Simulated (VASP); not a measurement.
Input of a VASP 6.6.1 run:

Contents of INCAR:

```
SYSTEM = Hf
  PREC = Accurate
  ENCUT = 520
  EDIFF = 1E-8
  ISMEAR = -1
  SIGMA = 0.03
  LREAL = .False.
  LASPH = .True.
  NELM = 80
  ALGO = Normal
  ISIF = 2
  LWAVE = .False.
  LCHARG = .False.
  GGA = PS
  LEFG = .True.
  NBANDS = 11
```

KPOINTS

```
Automatic mesh
0
Gamma
  16 16 16
  0 0 0
```

The input POSCAR:

```
Hf
1.0
   -0.0444000000      2.1978000000      2.1978000000
    2.1978000000     -0.0444000000      2.1978000000
    2.1978000000      2.1978000000     -0.0444000000
Hf
1
Direct
    0.0000000000      0.0000000000      0.0000000000
```

Potentials or basis: VASP PAW PBE potentials, release 64 (Hf_pv).

Launch:

```bash
$ cat potpaw_PBE.64/Hf_pv/POTCAR > POTCAR
$ mpirun -np 1 vasp_std > vasp.out
```

Estimate the band gap on the k mesh.

zero (band 5 reaches 6.05 eV, above the bottom of band 6 at 4.30 eV).

What does it give for the pressure?

-1.9 GPa.

Stress tensor (GPa, compression positive):
```
-1.93  1.18  1.18
 1.18 -1.93  1.18
 1.18  1.18 -1.93
```

Caveat: the cell differs from its parent crystal (equal xy, yz and zx shear strains of -2 %); without QUAD_EFG the Cq values of the log hold for a quadrupole moment of 1 mb, not for the nuclei; the PAW data sets were made with another functional, which shifts forces and pressure a little; spin-orbit coupling is left out, which moves the levels of the heavy elements.
